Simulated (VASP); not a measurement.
# La (Im-3m) in VASP: a series of runs

La is run at these levels: PBE; tasks: single point.

All numbers are computed with VASP 6.6.1; they aren't measurements. Logs are shortened: lines on timing, memory, paths and dates and some standing lists are left out, and cuts for length are marked.

### 1 The cell of the first run

Symmetry: Im-3m, No. 229, cubic system. Conventional cell: a = 4.312 Å, b = 4.312 Å, c = 4.312 Å, α = 90.00°, β = 90.00°, γ = 90.00°. Within 4.9 Å of La (site symmetry m-3m) lie 14 La at 3.73 to 4.31 Å.

This isn't the form of La at room conditions, which is double hcp.

### 2 Single point, PBE

Contents of INCAR:

```
SYSTEM = La
ALGO = Normal ; EDIFF = 1E-7
ENCUT = 520 ; GGA = PE
ISIF = 2 ; ISMEAR = -1
LASPH = .TRUE. ; LCHARG = .TRUE.
LELF = .TRUE. ; LREAL = .FALSE.
LVHAR = .TRUE. ; LWAVE = .FALSE.
NBANDS = 12 ; NELM = 60
PREC = Accurate ; SIGMA = 0.06122561905347299
```

Contents of KPOINTS:

```
k-points
0
G
  12 12 12
  0 0 0
```

Contents of POSCAR:

```
La
1.0
   -2.1558766609      2.1558766609      2.1558766609
    2.1558766609     -2.1558766609      2.1558766609
    2.1558766609      2.1558766609     -2.1558766609
La
1
Direct
    0.0000000000      0.0000000000      0.0000000000
```

Potentials or basis: VASP PAW PBE potentials, release 64 (La).

Started as:

```sh
$ cat potpaw_PBE.64/La/POTCAR > POTCAR
$ mpirun -np 1 vasp_std > vasp.out
```

OUTCAR:

```text
SYSTEM = La
   EDIFF = 1E-7
   ENCUT = 520
   GGA = PE
   ISIF = 2
   ISMEAR = -1
   LASPH = .TRUE.
   LREAL = .FALSE.
   NELM = 60
   PREC = Accurate

 ion  position               nearest neighbor table
   1  0.000  0.000  0.000-

  LATTYP: Found a body centered cubic cell.
 ALAT       =     4.3117533218

  Lattice vectors:

 A1 = (  -2.1558766609,   2.1558766609,   2.1558766609)
 A2 = (   2.1558766609,  -2.1558766609,   2.1558766609)
 A3 = (   2.1558766609,   2.1558766609,  -2.1558766609)

Analysis of symmetry for initial positions (statically):
=====================================================================
 Subroutine PRICEL returns:
 Original cell was already a primitive cell.

 Routine SETGRP: Setting up the symmetry group for a
 body centered cubic supercell.

 Subroutine GETGRP returns: Found 48 space group operations
 (whereof 48 operations were pure point group operations)
 out of a pool of 48 trial point group operations.

The static configuration has the point symmetry O_h .

Analysis of symmetry for dynamics (positions and initial velocities):
=====================================================================
 Subroutine PRICEL returns:
 Original cell was already a primitive cell.

 Routine SETGRP: Setting up the symmetry group for a
 body centered cubic supercell.

 Subroutine GETGRP returns: Found 48 space group operations
 (whereof 48 operations were pure point group operations)
 out of a pool of 48 trial point group operations.

The dynamic configuration has the point symmetry O_h .

 Subroutine INISYM returns: Found 48 space group operations
 (whereof 48 operations are pure point group operations),
 and found     1 'primitive' translations

----------------------------------------------------------------------------------------

                                     Primitive cell

  volume of cell :      40.0804

  direct lattice vectors                    reciprocal lattice vectors
    -2.155876661  2.155876661  2.155876661     0.000000000  0.231924214  0.231924214
     2.155876661 -2.155876661  2.155876661     0.231924214  0.000000000  0.231924214
     2.155876661  2.155876661 -2.155876661     0.231924214  0.231924214  0.000000000

  length of vectors
     3.734087912  3.734087912  3.734087912     0.327990369  0.327990369  0.327990369

  position of ions in fractional coordinates (direct lattice)
     0.000000000  0.000000000  0.000000000

  ion indices of the primitive-cell ions
   primitive index   ion index
                 1           1

----------------------------------------------------------------------------------------

 KPOINTS: k-points

Automatic generation of k-mesh.
 Grid dimensions read from file:
 generate k-points for:   12   12   12

 Generating k-lattice:

  Cartesian coordinates                     Fractional coordinates (reciprocal lattice)
     0.000000000  0.019327018  0.019327018     0.083333333  0.000000000  0.000000000
     0.019327018  0.000000000  0.019327018     0.000000000  0.083333333  0.000000000
     0.019327018  0.019327018  0.000000000     0.000000000  0.000000000  0.083333333

  Length of vectors
     0.027332531  0.027332531  0.027332531

  Shift w.r.t. Gamma in fractional coordinates (k-lattice)
     0.000000000  0.000000000  0.000000000

 Subroutine IBZKPT returns following result:
 ===========================================

 Found     72 irreducible k-points:

 Following reciprocal coordinates:
            Coordinates               Weight
  0.000000  0.000000  0.000000      1.000000
  0.083333  0.000000  0.000000     12.000000
  0.166667  0.000000  0.000000     12.000000
  0.250000  0.000000  0.000000     12.000000
  0.333333  0.000000  0.000000     12.000000
  0.416667  0.000000  0.000000     12.000000
[... 16 lines left out ...]
  0.333333  0.083333  0.083333     24.000000
  0.416667  0.083333  0.083333     12.000000
 [... further k-points ...]
   k-points           NKPTS =     72   k-points in BZ     NKDIM =     72   number of bands    NBANDS=     12
   number of dos      NEDOS =    301   number of ions     NIONS =      1
   total plane-waves  NPLWV =  21952
   dimension x,y,z NGX =    28 NGY =   28 NGZ =   28
   dimension x,y,z NGXF=    56 NGYF=   56 NGZF=   56
   ions per type =               1
   NGX,Y,Z   is equivalent  to a cutoff of  12.47, 12.47, 12.47 a.u.
   NGXF,Y,Z  is equivalent  to a cutoff of  24.93, 24.93, 24.93 a.u.
 SYSTEM =  La
   PREC   = accura    normal or accurate (medium, high low for compatibility)
   ISTART =      0    job   : 0-new  1-cont  2-samecut
   ICHARG =      2    charge: 1-file 2-atom 10-const
   ISPIN  =      1    spin polarized calculation?
   LNONCOLLINEAR =      F non collinear calculations
   LSORBIT =      F    spin-orbit coupling
   LASPH  =      T    aspherical Exc in radial PAW
   ENCUT  =  520.0 eV  38.22 Ry    6.18 a.u.   6.94  6.94  6.94*2*pi/ulx,y,z
   NELM   =     60;   NELMIN=  2; NELMDL= -5     # of ELM steps
   EDIFF  = 0.1E-06   stopping-criterion for ELM
   LREAL  =      F    real-space projection
   EDIFFG = 0.1E-05   stopping-criterion for IOM
   NSW    =      0    number of steps for IOM
   IBRION =     -1    ionic relax: 0-MD 1-quasi-New 2-CG
   NFREE  =      0    steps in history (QN), initial steepest desc. (CG)
   ISIF   =      2    stress and relaxation
   ISYM   =      2    0-nonsym 1-usesym 2-fastsym
   POTIM  = 0.5000    time-step for ionic-motion
   TEBEG  =    0.0;   TEEND  =   0.0 temperature during run
   PSTRESS=    0.0 pullay stress
   NELECT =      11.0000    total number of electrons
   NUPDOWN=      -1.0000    fix difference up-down
   EMIN   =  10.00;   EMAX   =-10.00  energy-range for DOS
   EFERMI =   0.00;   METHOD = LEGACY
   ISMEAR =    -1;   SIGMA  =   0.06  broadening in eV -4-tet -1-fermi 0-gaus
   EFERMI_NEDOS =   21; number of points for ismear=-14 and -15
   IALGO  =     38    algorithm
   IMIX   =      4    mixing-type and parameters
     AMIX     =   0.40;   BMIX     =  1.00
     AMIX_MAG =   1.60;   BMIX_MAG =  1.00
  volume/ion in A,a.u.               =      40.08       270.48
  Fermi-wavevector in a.u.,A,eV,Ry     =   1.063886  2.010453 15.399805  1.131854
  Thomas-Fermi vector in A             =   2.199386
   LORBIT       =      0    0 simple, 1 ext, 2 COOP (PROOUT), +10 PAW based schemes
   GGA     = PE    functional components
   LHFCALC =     F    Hartree Fock is set to
   AEXX    =    0.0000 exact exchange contribution
   IVDW    =     0    specifies the selected vdW correction
   LEPSILON=     F    determine dielectric tensor
   LRPA    =     F    only Hartree local field effects (RPA)
 non-spin polarized calculation
  energy-cutoff  :      520.00
  volume of cell :       40.08
 maximum number of plane-waves:      1101
   NGX = 13   NGY = 13   NGZ = 13

 number of electron      10.9999999 magnetization

 Free energy of the ion-electron system (eV)
  ---------------------------------------------------
  ext. energy  EPLUGINS =         0.00000000
  ---------------------------------------------------
  free energy    TOTEN  =        -4.76689002 eV

  energy without entropy =       -4.72848272  energy(sigma->0) =       -4.74768637

 E-fermi :   7.1759     XC(G=0):  -9.2578

 val. band max:        7.1627771441   @ k =  -0.4167   0.5000   0.1667
 cond. band min:       7.1826214381   @ k =   0.2500   0.0833   0.0833
 fundamental gap:      0.0198442940
 Fermi energy:         7.1758561838

 k-point     1 :       0.0000    0.0000    0.0000
  band No.  band energies     occupation
      1     -25.8498      2.00000
      2      -8.9648      2.00000
      3      -8.9648      2.00000
      4      -8.9648      2.00000
      5       3.9454      2.00000
      6       8.5631      0.00000
      7       8.5631      0.00000
      8       8.5631      0.00000
      9       8.5745      0.00000
     10       8.5745      0.00000
     11       8.5745      0.00000
     12       9.1890      0.00000

 k-point     2 :       0.0833    0.0000    0.0000
  band No.  band energies     occupation
      1     -25.8397      2.00000
      2      -9.0468      2.00000
      3      -8.9891      2.00000
      4      -8.9656      2.00000
      5       4.1427      2.00000
      6       8.2634      0.00000
      7       8.2667      0.00000
      8       8.5571      0.00000
      9       8.6342      0.00000
     10       8.7875      0.00000
     11       8.7883      0.00000
     12       9.1707      0.00000

 k-point     3 :       0.1667    0.0000    0.0000
  band No.  band energies     occupation
      1     -25.8120      2.00000
      2      -9.2636      2.00000
      3      -9.0547      2.00000
      4      -8.9679      2.00000
      5       4.6641      2.00000
      6       7.9110      0.00001
      7       7.9148      0.00001
      8       8.5452      0.00000
      9       8.7292      0.00000
     10       8.8913      0.00000
     11       8.9279      0.00000
     12       9.1362      0.00000
[... 286 lines left out ...]
 k-point    23 :       0.3333    0.0833    0.0833
  band No.  band energies     occupation
      1     -25.7024      2.00000
      2      -9.9466      2.00000
      3      -9.3337      2.00000
      4      -9.0511      2.00000
      5       5.9135      2.00000
      6       7.0524      1.76506
      7       8.2836      0.00000
      8       8.6799      0.00000
      9       8.8520      0.00000
     10       8.9901      0.00000
     11       9.0512      0.00000
     12       9.1478      0.00000

 k-point    24 :       0.4167    0.0833    0.0833
  band No.  band energies     occupation
      1     -25.6931      2.00000
      2      -9.9931      2.00000
      3      -9.3679      2.00000
      4      -9.0538      2.00000
      5       5.8677      2.00000
      6       7.0084      1.87806
      7       8.5409      0.00000
      8       8.6794      0.00000
      9       8.8414      0.00000
     10       9.0339      0.00000
     11       9.0781      0.00000
     12       9.1379      0.00000

 [... further k-points ...]
[... 5 lines left out ...]
  --------------------------------------------------------------------------------------
  -------------------------------------------------------------------------------------
  Total       -0.3394098     -0.3394098     -0.3394098      0.0000000     -0.0000000      0.0000000
  in kB      -13.5676069    -13.5676069    -13.5676069      0.0000000     -0.0000000      0.0000000
  external PRESSURE =     -13.5676069 kB  Pullay stress =       0.0000000 kB

 VOLUME and BASIS-vectors are now :
 -----------------------------------------------------------------------------
  energy-cutoff  :      520.00
  volume of cell :       40.08
      direct lattice vectors                 reciprocal lattice vectors
    -2.155876661  2.155876661  2.155876661     0.000000000  0.231924214  0.231924214
     2.155876661 -2.155876661  2.155876661     0.231924214  0.000000000  0.231924214
     2.155876661  2.155876661 -2.155876661     0.231924214  0.231924214  0.000000000

 POSITION                                       TOTAL-FORCE (eV/Angst)
 -----------------------------------------------------------------------------------
      0.00000      0.00000      0.00000        -0.000000     -0.000000      0.000000
 -----------------------------------------------------------------------------------
    total drift:                               -0.000000      0.000000      0.000000

  FREE ENERGIE OF THE ION-ELECTRON SYSTEM (eV)
  ---------------------------------------------------
  free  energy   TOTEN  =        -4.7668900176 eV

  energy  without entropy=       -4.7284827225  energy(sigma->0) =       -4.74768637
```

Wall time 38 s (1 thread of Intel Xeon Platinum 8488C (Sapphire Rapids), shared host); peak memory 0.19 GiB.

Results:

- Free energy: -4.7669 eV
- Pressure: -1.4 GPa
- Band gap on the k mesh: zero (an odd number of electrons rules out a gap without spin polarisation)

Levels at points of the mesh, in eV from the Fermi level:
| k point | band 2 | band 3 | band 4 | band 5 | band 6 | band 7 | band 8 | band 9 |
| --- | --- | --- | --- | --- | --- | --- | --- | --- |
| (0.00, 0.00, 0.00) | -16.14 | -16.14 | -16.14 | -3.23 | 1.39 | 1.39 | 1.39 | 1.40 |
| (0.50, 0.00, 0.00) | -17.24 | -16.49 | -16.15 | -1.71 | -0.14 | 1.39 | 1.41 | 1.67 |
| (0.50, 0.50, 0.50) | -16.89 | -16.89 | -16.89 | -1.69 | -1.69 | 1.50 | 1.63 | 1.63 |

Caveat: spin-orbit coupling is left out, which moves the levels of the heavy elements.

### 3 Single point, PBE

Contents of INCAR:

```
PREC = Accurate ; ENCUT = 520
EDIFF = 1E-7 ; ISMEAR = -1
SIGMA = 0.06122561905347299 ; LREAL = F
LASPH = T ; NELM = 60
ALGO = Normal ; ISIF = 2
LWAVE = F ; LCHARG = T
GGA = PE ; LELF = T
LVHAR = T ; NBANDS = 12
```

Contents of KPOINTS:

```
Automatic mesh
0
Gamma
  12 12 12
```

POSCAR is that of step 2.

Potentials or basis: VASP PAW PBE potentials, release 64 (La).

Started as:

```sh
$ cat potpaw_PBE.64/La/POTCAR > POTCAR
$ mpirun -np 1 vasp_std > vasp.out
```

OUTCAR:

```text
PREC = Accurate
   ENCUT = 520
   EDIFF = 1E-7
   ISMEAR = -1
   LREAL = F
   LASPH = T
   NELM = 60
   ISIF = 2
   GGA = PE

 ion  position               nearest neighbor table
   1  0.000  0.000  0.000-

  LATTYP: Found a body centered cubic cell.
 ALAT       =     4.3117533218

  Lattice vectors:

 A1 = (  -2.1558766609,   2.1558766609,   2.1558766609)
 A2 = (   2.1558766609,  -2.1558766609,   2.1558766609)
 A3 = (   2.1558766609,   2.1558766609,  -2.1558766609)

[... 527 lines left out ...]
      3      -9.3679      2.00000
      4      -9.0538      2.00000
      5       5.8677      2.00000
      6       7.0084      1.87806
      7       8.5409      0.00000
      8       8.6794      0.00000
      9       8.8414      0.00000
     10       9.0339      0.00000
     11       9.0781      0.00000
     12       9.1379      0.00000

 [... further k-points ...]
[... 5 lines left out ...]
  --------------------------------------------------------------------------------------
  -------------------------------------------------------------------------------------
  Total       -0.3394098     -0.3394098     -0.3394098      0.0000000     -0.0000000      0.0000000
  in kB      -13.5676069    -13.5676069    -13.5676069      0.0000000     -0.0000000      0.0000000
  external PRESSURE =     -13.5676069 kB  Pullay stress =       0.0000000 kB

 VOLUME and BASIS-vectors are now :
 -----------------------------------------------------------------------------
  energy-cutoff  :      520.00
  volume of cell :       40.08
      direct lattice vectors                 reciprocal lattice vectors
    -2.155876661  2.155876661  2.155876661     0.000000000  0.231924214  0.231924214
     2.155876661 -2.155876661  2.155876661     0.231924214  0.000000000  0.231924214
     2.155876661  2.155876661 -2.155876661     0.231924214  0.231924214  0.000000000

 POSITION                                       TOTAL-FORCE (eV/Angst)
 -----------------------------------------------------------------------------------
      0.00000      0.00000      0.00000        -0.000000     -0.000000      0.000000
 -----------------------------------------------------------------------------------
    total drift:                               -0.000000      0.000000      0.000000

  FREE ENERGIE OF THE ION-ELECTRON SYSTEM (eV)
  ---------------------------------------------------
  free  energy   TOTEN  =        -4.7668900176 eV

  energy  without entropy=       -4.7284827225  energy(sigma->0) =       -4.74768637
```

OSZICAR:

```text
N       E                     dE             d eps       ncg     rms          rms(c)
DAV:   1     0.993097694432E+02    0.99310E+02   -0.36954E+03  1728   0.113E+03
DAV:   2     0.124883414497E+01   -0.98061E+02   -0.95014E+02  2248   0.178E+02
DAV:   3    -0.437727932735E+01   -0.56261E+01   -0.54015E+01  2304   0.727E+01
DAV:   4    -0.475637884458E+01   -0.37910E+00   -0.37456E+00  3252   0.127E+01
DAV:   5    -0.476759037022E+01   -0.11212E-01   -0.11194E-01  2936   0.224E+00    0.190E+00
DAV:   6    -0.476040316538E+01    0.71872E-02   -0.10964E-02  3056   0.859E-01    0.116E+00
DAV:   7    -0.476311732434E+01   -0.27142E-02   -0.49995E-02  2304   0.169E+00    0.203E-01
DAV:   8    -0.476285625983E+01    0.26106E-03   -0.18868E-03  3228   0.392E-01    0.243E-01
DAV:   9    -0.476659388725E+01   -0.37376E-02   -0.11127E-02  2692   0.765E-01    0.190E-01
DAV:  10    -0.476679504177E+01   -0.20115E-03   -0.66832E-04  3228   0.176E-01    0.172E-01
DAV:  11    -0.476690706812E+01   -0.11203E-03   -0.95919E-05  2636   0.769E-02    0.148E-01
DAV:  12    -0.476692503888E+01   -0.17971E-04   -0.37148E-05  3380   0.636E-02    0.118E-01
DAV:  13    -0.476690336557E+01    0.21673E-04   -0.12286E-04  3284   0.126E-01    0.392E-02
DAV:  14    -0.476689728983E+01    0.60757E-05   -0.88980E-06  3396   0.307E-02    0.199E-02
DAV:  15    -0.476689146759E+01    0.58222E-05   -0.55607E-06  3308   0.249E-02    0.258E-03
DAV:  16    -0.476689016033E+01    0.13073E-05   -0.36739E-07  3444   0.473E-03    0.742E-04
DAV:  17    -0.476689001232E+01    0.14801E-06   -0.65267E-09  1704   0.846E-04    0.662E-04
DAV:  18    -0.476689001764E+01   -0.53185E-08   -0.16587E-09  1688   0.556E-04
   1 F= -.47668900E+01 E0= -.47476864E+01  d E =-.384073E-01
```

stdout:

```text
POSCAR found type information on POSCAR La
 POSCAR found :  1 types and       1 ions
 scaLAPACK will be used
 LDA part: xc-table for (Slater+PW92), standard interpolation
 POSCAR, INCAR and KPOINTS ok, starting setup
 FFT: planning ... GRIDC
 FFT: planning ... GRID_SOFT
 FFT: planning ... GRID
 WAVECAR not read
 entering main loop
```

Wall time 44 s (1 thread of Intel Xeon Platinum 8488C (Sapphire Rapids), shared host); peak memory 0.19 GiB.

What came out:

```
Free energy            : -4.7669 eV
Pressure               : -1.4 GPa
Band gap on the k mesh : zero (an odd number of electrons rules out a gap without spin polarisation)
```

Levels at points of the mesh, in eV from the Fermi level:
```tsv
k point	band 1	band 2	band 3	band 4	band 5	band 6	band 7	band 8	band 9	band 10
(0.00, 0.00, 0.00)	-33.03	-16.14	-16.14	-16.14	-3.23	1.39	1.39	1.39	1.40	1.40
(0.50, 0.00, 0.00)	-32.87	-17.24	-16.49	-16.15	-1.71	-0.14	1.39	1.41	1.67	1.88
(0.50, 0.50, 0.50)	-32.76	-16.89	-16.89	-16.89	-1.69	-1.69	1.50	1.63	1.63	1.63
```

Caveat: spin-orbit coupling is left out, which moves the levels of the heavy elements.
